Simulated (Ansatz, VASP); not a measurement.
**KB3H8: VASP beside Ansatz**

POSCAR

```
KB3H8
1.0
    3.6250964600     -3.9865268800      0.0000000000
    3.6250964600      3.9865268800      0.0000000000
    0.0000000000      0.0000000000      8.0437591100
K B H
2 6 16
Direct
    0.6654820200      0.3345179800      0.7500000000
    0.3345179800      0.6654820200      0.2500000000
    0.2826579900      0.7173420100      0.6383126600
    0.7173420100      0.2826579900      0.1383126600
    0.7173420100      0.2826579900      0.3616873400
    0.2826579900      0.7173420100      0.8616873400
    0.0911184500      0.9088815500      0.7500000000
    0.9088815500      0.0911184500      0.2500000000
    0.2039774300      0.5147355500      0.5871468300
    0.7960225700      0.4852644500      0.0871468300
    0.5147355500      0.2039774300      0.4128531700
    0.4852644500      0.7960225700      0.9128531700
    0.7960225700      0.4852644500      0.4128531700
    0.2039774300      0.5147355500      0.9128531700
    0.4852644500      0.7960225700      0.5871468300
    0.5147355500      0.2039774300      0.0871468300
    0.1387632700      0.8612367300      0.5738030400
    0.8612367300      0.1387632700      0.0738030400
    0.8612367300      0.1387632700      0.4261969600
    0.1387632700      0.8612367300      0.9261969600
    0.8700952900      0.8508652500      0.7500000000
    0.1299047100      0.1491347500      0.2500000000
    0.8508652500      0.8700952900      0.2500000000
    0.1491347500      0.1299047100      0.7500000000
```

File INCAR.step1:

```
PREC = Accurate
ENCUT = 520
EDIFF = 1E-5
ISMEAR = -1
SIGMA = 0.02
LREAL = Auto
LASPH = T
NELM = 60
ALGO = Normal
ISIF = 2
LWAVE = T
LCHARG = F
GGA = PE
NBANDS = 44
```

File INCAR.step2:

```
PREC = Accurate
ENCUT = 520
EDIFF = 1E-6
ISMEAR = -1
SIGMA = 0.02
LREAL = Auto
LASPH = T
NELM = 60
ALGO = Normal
ISIF = 2
LWAVE = F
LCHARG = F
GGA = PE
LHFCALC = T
AEXX = 0.25
PRECFOCK = Fast
ISTART = 1
NBANDS = 44
```

Contents of KPOINTS:

```
regular mesh
0
Gamma
  2 2 2
```

Input for Ansatz:

```yaml
crystal:
  lattice:
    - [3.62509646, -3.98652688, 0.0]
    - [3.62509646, 3.98652688, 0.0]
    - [0.0, 0.0, 8.04375911]
  atoms:
    - { symbol: K, position: [0.66548202, 0.33451798, 0.75] }
    - { symbol: K, position: [0.33451798, 0.66548202, 0.25] }
    - { symbol: B, position: [0.28265799, 0.71734201, 0.63831266] }
    - { symbol: B, position: [0.71734201, 0.28265799, 0.13831266] }
    - { symbol: B, position: [0.71734201, 0.28265799, 0.36168734] }
    - { symbol: B, position: [0.28265799, 0.71734201, 0.86168734] }
    - { symbol: B, position: [0.09111845, 0.90888155, 0.75] }
    - { symbol: B, position: [0.90888155, 0.09111845, 0.25] }
    - { symbol: H, position: [0.20397743, 0.51473555, 0.58714683] }
    - { symbol: H, position: [0.79602257, 0.48526445, 0.08714683] }
    - { symbol: H, position: [0.51473555, 0.20397743, 0.41285317] }
    - { symbol: H, position: [0.48526445, 0.79602257, 0.91285317] }
    - { symbol: H, position: [0.79602257, 0.48526445, 0.41285317] }
    - { symbol: H, position: [0.20397743, 0.51473555, 0.91285317] }
    - { symbol: H, position: [0.48526445, 0.79602257, 0.58714683] }
    - { symbol: H, position: [0.51473555, 0.20397743, 0.08714683] }
    - { symbol: H, position: [0.13876327, 0.86123673, 0.57380304] }
    - { symbol: H, position: [0.86123673, 0.13876327, 0.07380304] }
    - { symbol: H, position: [0.86123673, 0.13876327, 0.42619696] }
    - { symbol: H, position: [0.13876327, 0.86123673, 0.92619696] }
    - { symbol: H, position: [0.87009529, 0.85086525, 0.75] }
    - { symbol: H, position: [0.12990471, 0.14913475, 0.25] }
    - { symbol: H, position: [0.85086525, 0.87009529, 0.25] }
    - { symbol: H, position: [0.14913475, 0.12990471, 0.75] }
  symmetry: { tolerance: 0.0003 }
hamiltonian:
  xc: pbe0
  pseudopotentials: { kind: paw, azcp: { folder: soft_1 } }
basis:
  ecutwfc: 420
magnetization:
  spin_polarized: false
scf:
  occupations: { method: fermi_dirac, width: 0.02 }
kpoints:
  mp_grid: { grid: [2, 2, 2], shift: [0, 0, 0] }
output:
  forces: true
  stress: true
  eigenvalues: true
  bader: true
  populations: true
  elf: true
  write_potential: true
  write_density: true
  volumetric_format: npy
  dos:
    e_range: [-12, 8]
    de: 0.05
    projected: { site_lists: { B: [B], H: [H], K: [K] } }
    method: { smearing: { sigma: 0.1, scheme: gaussian } }
```

Alike in both runs: task single point; functional PBE0; k mesh 2 × 2 × 2; occupations fermi-dirac, width 0.02 eV; no spin polarisation.

|  | VASP | Ansatz |
| --- | --- | --- |
| version | VASP 6.6.1 | Ansatz 0.2.0 |
| potentials or method | VASP PAW PBE potentials, release 64 (K_sv, B, H), cutoff 520 eV | PAW plane waves |
| valence electrons in the cell | 52 | 52 |

Ansatz gave:

- gap on the k mesh at the Fermi level (eV): 7.76
- pressure (GPa): 0.4
- traceless stress, the component that is largest in VASP (GPa): 0.19
- rms of the force components (eV/Å): 0.023

Problem. Which values does VASP return?

Solution. gap on the k mesh at the Fermi level (eV): 7.78; pressure (GPa): 0.3; traceless stress, the component that is largest in VASP (GPa): 0.21; rms of the force components (eV/Å): 0.027.

Atom by atom the forces differ by 0.012 eV/Å (rms over components). Ansatz's warnings: stress exchange threshold loose, stress scf threshold loose.

The k mesh is coarse, so the values compare programs but aren't converged.
